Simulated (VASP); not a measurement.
# AgRh (P-6m2) in VASP: further runs

The runs below take AgRh through single point, with LDA.

Everything below comes from runs of VASP 6.6.1. Logs are shortened: lines on timing, memory, paths and dates and some standing lists are left out, and cuts for length are marked.

## (1) The cell of the first run

Symmetry: P-6m2, No. 187, hexagonal system. The conventional cell has a = 2.778 Å, b = 2.778 Å, c = 4.809 Å, α = 90.00°, β = 90.00°, γ = 120.00°. Within 3.7 Å of Ag (site symmetry -6m2) lie 6 Ag at 2.78 Å and 6 Rh at 2.89 Å. Within 3.7 Å of Rh (site symmetry -6m2) lie 6 Rh at 2.78 Å and 6 Ag at 2.89 Å.

## (2) Single point, LDA, collinear spin, ferromagnetic start

INCAR

```
SYSTEM = AgRh
PREC = Accurate
ENCUT = 520
EDIFF = 1E-6
ISMEAR = -1
SIGMA = 0.05
LREAL = .FALSE.
LASPH = .TRUE.
NELM = 150
ALGO = Normal
ISIF = 2
LWAVE = .FALSE.
LCHARG = .FALSE.
ISPIN = 2
MAGMOM = 0 0.3
LORBIT = 11
LMAXMIX = 4
NBANDS = 24
```

KPOINTS

```
regular mesh
0
G
  11 11 12
  0 0 0
```

POSCAR

```
AgRh
1.0
    2.7775881998      0.0000000000      0.0000000000
   -1.3887940999      2.4054619423      0.0000000000
    0.0000000000      0.0000000000      4.8086020000
Ag Rh
1 1
Direct
    0.0000000000      0.0000000000      0.5000000000
    0.6666666667      0.3333333333      0.0000000000
```

Potentials or basis: VASP PAW LDA potentials, release 64 (Ag, Rh_pv).

The run is started by

```console
> cat potpaw_LDA.64/Ag/POTCAR potpaw_LDA.64/Rh_pv/POTCAR > POTCAR
> mpirun -np 1 vasp_std > vasp.out
```

OUTCAR:

```text
SYSTEM = AgRh
   PREC = Accurate
   ENCUT = 520
   EDIFF = 1E-6
   ISMEAR = -1
   LREAL = .FALSE.
   LASPH = .TRUE.
   NELM = 150
   ISIF = 2
   ISPIN = 2
   LORBIT = 11

 ion  position               nearest neighbor table
   1  0.000  0.000  0.500-   2 2.89   2 2.89   2 2.89   2 2.89   2 2.89   2 2.89
   2  0.667  0.333  0.000-   1 2.89   1 2.89   1 2.89   1 2.89   1 2.89   1 2.89

  LATTYP: Found a hexagonal cell.
 ALAT       =     2.7775881998
 C/A-ratio  =     1.7312148721

  Lattice vectors:

 A1 = (   2.7775881998,   0.0000000000,   0.0000000000)
 A2 = (  -1.3887940999,   2.4054619423,   0.0000000000)
 A3 = (   0.0000000000,   0.0000000000,   4.8086020000)

Analysis of symmetry for initial positions (statically):
=====================================================================
 Subroutine PRICEL returns:
 Original cell was already a primitive cell.

 Routine SETGRP: Setting up the symmetry group for a
 hexagonal supercell.

 Subroutine GETGRP returns: Found 12 space group operations
 (whereof 12 operations were pure point group operations)
 out of a pool of 24 trial point group operations.

The static configuration has the point symmetry D_3h.

Analysis of symmetry for dynamics (positions and initial velocities):
=====================================================================
 Subroutine PRICEL returns:
 Original cell was already a primitive cell.

 Routine SETGRP: Setting up the symmetry group for a
 hexagonal supercell.

 Subroutine GETGRP returns: Found 12 space group operations
 (whereof 12 operations were pure point group operations)
 out of a pool of 24 trial point group operations.

The dynamic configuration has the point symmetry D_3h.

Analysis of structural, dynamic, and magnetic symmetry:
=====================================================================
 Subroutine PRICEL returns:
 Original cell was already a primitive cell.

 Routine SETGRP: Setting up the symmetry group for a
 hexagonal supercell.

 Subroutine GETGRP returns: Found 12 space group operations
 (whereof 12 operations were pure point group operations)
 out of a pool of 24 trial point group operations.

The overall configuration has the point symmetry D_3h.

 Subroutine INISYM returns: Found 12 space group operations
 (whereof 12 operations are pure point group operations),
 and found     1 'primitive' translations

----------------------------------------------------------------------------------------

                                     Primitive cell

  volume of cell :      32.1281

  direct lattice vectors                    reciprocal lattice vectors
     2.777588200  0.000000000  0.000000000     0.360024571  0.207860283  0.000000000
    -1.388794100  2.405461942  0.000000000     0.000000000  0.415720566  0.000000000
     0.000000000  0.000000000  4.808602000     0.000000000  0.000000000  0.207960651

  length of vectors
     2.777588200  2.777588200  4.808602000     0.415720566  0.415720566  0.207960651

  position of ions in fractional coordinates (direct lattice)
     0.000000000  0.000000000  0.500000000
     0.666666667  0.333333333  0.000000000

  ion indices of the primitive-cell ions
   primitive index   ion index
                 1           1
                 2           2

----------------------------------------------------------------------------------------

 KPOINTS: regular mesh

Automatic generation of k-mesh.
 Grid dimensions read from file:
 generate k-points for:   11   11   12

 Generating k-lattice:

  Cartesian coordinates                     Fractional coordinates (reciprocal lattice)
     0.032729506  0.018896389  0.000000000     0.090909091  0.000000000  0.000000000
     0.000000000  0.037792779  0.000000000     0.000000000  0.090909091  0.000000000
     0.000000000  0.000000000  0.017330054     0.000000000  0.000000000  0.083333333

  Length of vectors
     0.037792779  0.037792779  0.017330054

  Shift w.r.t. Gamma in fractional coordinates (k-lattice)
     0.000000000  0.000000000  0.000000000

 Subroutine IBZKPT returns following result:
 ===========================================

 Found    112 irreducible k-points:

 Following reciprocal coordinates:
            Coordinates               Weight
  0.000000  0.000000  0.000000      1.000000
  0.090909  0.000000  0.000000      6.000000
  0.181818  0.000000  0.000000      6.000000
  0.272727  0.000000  0.000000      6.000000
  0.363636  0.000000  0.000000      6.000000
  0.454545  0.000000  0.000000      6.000000
[... 16 lines left out ...]
  0.090909  0.090909  0.083333     12.000000
  0.181818  0.090909  0.083333     24.000000
 [... further k-points ...]
   k-points           NKPTS =    112   k-points in BZ     NKDIM =    112   number of bands    NBANDS=     24
   number of dos      NEDOS =    301   number of ions     NIONS =      2
   total plane-waves  NPLWV =  20736
   dimension x,y,z NGX =    24 NGY =   24 NGZ =   36
   dimension x,y,z NGXF=    48 NGYF=   48 NGZF=   72
   ions per type =               1   1
   NGX,Y,Z   is equivalent  to a cutoff of  14.36, 14.36, 12.45 a.u.
   NGXF,Y,Z  is equivalent  to a cutoff of  28.73, 28.73, 24.89 a.u.
 SYSTEM =  AgRh
   PREC   = accura    normal or accurate (medium, high low for compatibility)
   ISTART =      0    job   : 0-new  1-cont  2-samecut
   ICHARG =      2    charge: 1-file 2-atom 10-const
   ISPIN  =      2    spin polarized calculation?
   LNONCOLLINEAR =      F non collinear calculations
   LSORBIT =      F    spin-orbit coupling
   LASPH  =      T    aspherical Exc in radial PAW
   ENCUT  =  520.0 eV  38.22 Ry    6.18 a.u.   5.16  5.16  8.94*2*pi/ulx,y,z
   NELM   =    150;   NELMIN=  2; NELMDL= -5     # of ELM steps
   EDIFF  = 0.1E-05   stopping-criterion for ELM
   LREAL  =      F    real-space projection
   EDIFFG = 0.1E-04   stopping-criterion for IOM
   NSW    =      0    number of steps for IOM
   IBRION =     -1    ionic relax: 0-MD 1-quasi-New 2-CG
   NFREE  =      0    steps in history (QN), initial steepest desc. (CG)
   ISIF   =      2    stress and relaxation
   ISYM   =      2    0-nonsym 1-usesym 2-fastsym
   POTIM  = 0.5000    time-step for ionic-motion
   TEBEG  =    0.0;   TEEND  =   0.0 temperature during run
   PSTRESS=    0.0 pullay stress
   NELECT =      26.0000    total number of electrons
   NUPDOWN=      -1.0000    fix difference up-down
   EMIN   =  10.00;   EMAX   =-10.00  energy-range for DOS
   EFERMI =   0.00;   METHOD = LEGACY
   ISMEAR =    -1;   SIGMA  =   0.05  broadening in eV -4-tet -1-fermi 0-gaus
   EFERMI_NEDOS =   21; number of points for ismear=-14 and -15
   IALGO  =     38    algorithm
   IMIX   =      4    mixing-type and parameters
     AMIX     =   0.40;   BMIX     =  1.00
     AMIX_MAG =   1.60;   BMIX_MAG =  1.00
  volume/ion in A,a.u.               =      16.06       108.41
  Fermi-wavevector in a.u.,A,eV,Ry     =   1.525589  2.882945 31.666497  2.327422
  Thomas-Fermi vector in A             =   2.633739
   LORBIT       =     11    0 simple, 1 ext, 2 COOP (PROOUT), +10 PAW based schemes
   GGA     = CA    functional components
   LHFCALC =     F    Hartree Fock is set to
   AEXX    =    0.0000 exact exchange contribution
   IVDW    =     0    specifies the selected vdW correction
   LEPSILON=     F    determine dielectric tensor
   LRPA    =     F    only Hartree local field effects (RPA)
 spin polarized calculation
  energy-cutoff  :      520.00
  volume of cell :       32.13
 maximum number of plane-waves:       875
 NGX is ok and might be reduce to    24
   NGX = 11   NGY = 11   NGZ = 17

 number of electron      25.9999997 magnetization       0.2000712

 Free energy of the ion-electron system (eV)
  ---------------------------------------------------
  ext. energy  EPLUGINS =         0.00000000
  ---------------------------------------------------
  free energy    TOTEN  =       -11.78000629 eV

  energy without entropy =      -11.75497762  energy(sigma->0) =      -11.76749196

 E-fermi :   8.5820     XC(G=0): -13.1458

 val. band max:        8.5811648912   @ k =   0.0909   0.0909   0.5000
 cond. band min:       8.5885486490   @ k =   0.0909   0.0000   0.2500
 fundamental gap:      0.0073837578
 Fermi energy:         8.5819740727

 spin component 1

 k-point     1 :       0.0000    0.0000    0.0000
  band No.  band energies     occupation
      1     -36.9427      1.00000
      2     -36.9290      1.00000
      3     -36.9290      1.00000
      4       1.3476      1.00000
      5       2.8344      1.00000
      6       4.3398      1.00000
[... 16 lines left out ...]
     23      31.9643      0.00000
     24      31.9643      0.00000

 k-point     2 :       0.0909    0.0000    0.0000
  band No.  band energies     occupation
      1     -36.9618      1.00000
      2     -36.9383      1.00000
      3     -36.9369      1.00000
      4       1.6076      1.00000
      5       2.9897      1.00000
      6       4.2375      1.00000
[... 16 lines left out ...]
     23      29.9659      0.00000
     24      32.1438      0.00000

 k-point     3 :       0.1818    0.0000    0.0000
  band No.  band energies     occupation
      1     -37.0491      1.00000
      2     -36.9580      1.00000
      3     -36.9267      1.00000
      4       2.3044      1.00000
      5       3.3192      1.00000
      6       4.1106      1.00000
[... 16 lines left out ...]
     23      29.9659      0.00000
     24      31.1824      0.00000
[... 514 lines left out ...]
 k-point    23 :       0.0909    0.0909    0.0833
  band No.  band energies     occupation
      1     -37.0198      1.00000
      2     -36.9534      1.00000
      3     -36.9304      1.00000
      4       2.1410      1.00000
      5       3.2663      1.00000
      6       4.0603      1.00000
[... 16 lines left out ...]
     23      29.9645      0.00000
     24      30.4312      0.00000

 k-point    24 :       0.1818    0.0909    0.0833
  band No.  band energies     occupation
      1     -37.1150      1.00000
      2     -36.9827      1.00000
      3     -36.9169      1.00000
      4       2.9079      1.00000
      5       3.5513      1.00000
      6       4.0005      1.00000
[... 16 lines left out ...]
     23      29.6748      0.00000
     24      29.9655      0.00000

 [... further k-points ...]

 spin component 2

 k-point     1 :       0.0000    0.0000    0.0000
  band No.  band energies     occupation
      1     -36.8122      1.00000
      2     -36.8122      1.00000
      3     -36.7743      1.00000
      4       1.3620      1.00000
      5       2.8490      1.00000
      6       4.3448      1.00000
[... 16 lines left out ...]
     23      31.9905      0.00000
     24      31.9905      0.00000

 k-point     2 :       0.0909    0.0000    0.0000
  band No.  band energies     occupation
      1     -36.8451      1.00000
      2     -36.8202      1.00000
      3     -36.7700      1.00000
      4       1.6223      1.00000
      5       3.0035      1.00000
      6       4.2434      1.00000
[... 16 lines left out ...]
     23      30.1845      0.00000
     24      32.1706      0.00000

 k-point     3 :       0.1818    0.0000    0.0000
  band No.  band energies     occupation
      1     -36.9328      1.00000
      2     -36.8414      1.00000
      3     -36.7583      1.00000
      4       2.3197      1.00000
      5       3.3320      1.00000
      6       4.1176      1.00000
[... 16 lines left out ...]
     23      30.1838      0.00000
     24      31.2141      0.00000
[... 514 lines left out ...]
 k-point    23 :       0.0909    0.0909    0.0833
  band No.  band energies     occupation
      1     -36.9034      1.00000
      2     -36.8367      1.00000
      3     -36.7620      1.00000
      4       2.1562      1.00000
      5       3.2789      1.00000
      6       4.0668      1.00000
[... 16 lines left out ...]
     23      30.1825      0.00000
     24      30.4645      0.00000

 k-point    24 :       0.1818    0.0909    0.0833
  band No.  band energies     occupation
      1     -36.9991      1.00000
      2     -36.8661      1.00000
      3     -36.7484      1.00000
      4       2.9232      1.00000
      5       3.5648      1.00000
      6       4.0079      1.00000
[... 16 lines left out ...]
     23      29.6949      0.00000
     24      30.1801      0.00000

 [... further k-points ...]
[... 5 lines left out ...]
  --------------------------------------------------------------------------------------
  -------------------------------------------------------------------------------------
  Total       -3.0962775     -3.0962775     -2.9999286     -0.0000000      0.0000000     -0.0000000
  in kB     -154.4063926   -154.4063926   -149.6016303     -0.0000000      0.0000000     -0.0000000
  external PRESSURE =    -152.8048052 kB  Pullay stress =       0.0000000 kB

 VOLUME and BASIS-vectors are now :
 -----------------------------------------------------------------------------
  energy-cutoff  :      520.00
  volume of cell :       32.13
      direct lattice vectors                 reciprocal lattice vectors
     2.777588200  0.000000000  0.000000000     0.360024571  0.207860283  0.000000000
    -1.388794100  2.405461942  0.000000000     0.000000000  0.415720566  0.000000000
     0.000000000  0.000000000  4.808602000     0.000000000  0.000000000  0.207960651

 POSITION                                       TOTAL-FORCE (eV/Angst)
 -----------------------------------------------------------------------------------
      0.00000      0.00000      2.40430        -0.000000      0.000000      0.000000
      1.38879      0.80182      0.00000         0.000000      0.000000      0.000000
 -----------------------------------------------------------------------------------
    total drift:                               -0.000000      0.000000      0.000000

  FREE ENERGIE OF THE ION-ELECTRON SYSTEM (eV)
  ---------------------------------------------------
  free  energy   TOTEN  =       -11.7800062911 eV

  energy  without entropy=      -11.7549776222  energy(sigma->0) =      -11.76749196

 total charge

# of ion       s       p       d       tot
------------------------------------------
    1        0.432   0.354   9.140   9.927
    2        0.352   6.189   7.063  13.604
--------------------------------------------------
tot          0.784   6.544  16.204  23.531

 magnetization (x)

# of ion       s       p       d       tot
------------------------------------------
    1       -0.001  -0.002   0.011   0.008
    2        0.000  -0.000   0.190   0.190
--------------------------------------------------
tot         -0.001  -0.002   0.201   0.198
```

Wall time 5.2 min (1 thread of AMD EPYC 7R13, shared host); peak memory 0.22 GiB.

Results:

```
Free energy                                           : -11.7800 eV
Pressure                                              : -15.3 GPa
Net moment                                            : 0.20 μB per cell
Site moments                                          : Ag +0.01; Rh +0.19 μB
Valence electrons inside the program's atomic spheres : Ag 9.93; Rh 13.60
```

Levels at points of the mesh, in eV from the Fermi level:
Spin up:
```
           k point  band 11  band 12  band 13  band 14  band 15  band 16
(0.00, 0.00, 0.00)    -1.85    -1.85     0.06     0.06     0.13     5.26
(0.00, 0.00, 0.50)    -2.53    -1.65    -1.65     0.02     0.02    11.51
```
Spin down:
| k point | band 9 | band 10 | band 11 | band 12 | band 13 | band 14 | band 15 | band 16 | band 17 | band 18 |
| --- | --- | --- | --- | --- | --- | --- | --- | --- | --- | --- |
| (0.00, 0.00, 0.00) | -3.05 | -3.05 | -1.76 | -1.76 | 0.16 | 0.21 | 0.21 | 5.31 | 16.65 | 17.19 |
| (0.00, 0.00, 0.50) | -3.13 | -3.13 | -2.44 | -1.57 | -1.57 | 0.17 | 0.17 | 11.54 | 12.48 | 16.84 |

## (3) Single point, LDA, collinear spin, ferromagnetic start

INCAR

```
PREC = Accurate
ENCUT = 520
EDIFF = 1E-7
ISMEAR = -1
SIGMA = 0.05
LREAL = False
LASPH = True
NELM = 150
ALGO = Normal
ISIF = 2
LWAVE = False
LCHARG = False
ISPIN = 2
MAGMOM = 0 0.3
LORBIT = 11
LMAXMIX = 4
NBANDS = 24
```

KPOINTS

```
regular mesh
0
Gamma
  11 11 12
```

POSCAR is that of step 2.

Potentials or basis: VASP PAW LDA potentials, release 64 (Ag, Rh_pv).

The run is started by

```console
> cat potpaw_LDA.64/Ag/POTCAR potpaw_LDA.64/Rh_pv/POTCAR > POTCAR
> mpirun -np 1 vasp_std > vasp.out
```

Wall time 5.3 min (1 thread of AMD EPYC 7R13, shared host); peak memory 0.22 GiB.

It converged, with:

```yaml
Free_energy: -11.7800 eV
Pressure: -15.2 GPa
Net_moment: 0.20 μB per cell
Site_moments: Ag +0.01; Rh +0.19 μB
Valence_electrons_inside_the_program's_atomic_spheres: Ag 9.93; Rh 13.61
```

Stress tensor (GPa, compression positive):
```
-15.40   0.00   0.00
  0.00 -15.40   0.00
  0.00   0.00 -14.91
```

Levels at points of the mesh, in eV from the Fermi level:
Spin up:
| k point | band 9 | band 10 | band 11 | band 12 | band 13 | band 14 | band 15 | band 16 | band 17 | band 18 |
| --- | --- | --- | --- | --- | --- | --- | --- | --- | --- | --- |
| (0.00, 0.00, 0.00) | -3.06 | -3.06 | -1.85 | -1.85 | 0.06 | 0.06 | 0.13 | 5.26 | 16.65 | 17.17 |
| (0.00, 0.00, 0.50) | -3.15 | -3.15 | -2.53 | -1.65 | -1.65 | 0.02 | 0.02 | 11.51 | 12.45 | 16.82 |
Spin down:
```csv
k point,band 11,band 12,band 13,band 14,band 15,band 16
"(0.00, 0.00, 0.00)",-1.76,-1.76,0.16,0.21,0.21,5.31
"(0.00, 0.00, 0.50)",-2.44,-1.57,-1.57,0.17,0.17,11.54
```
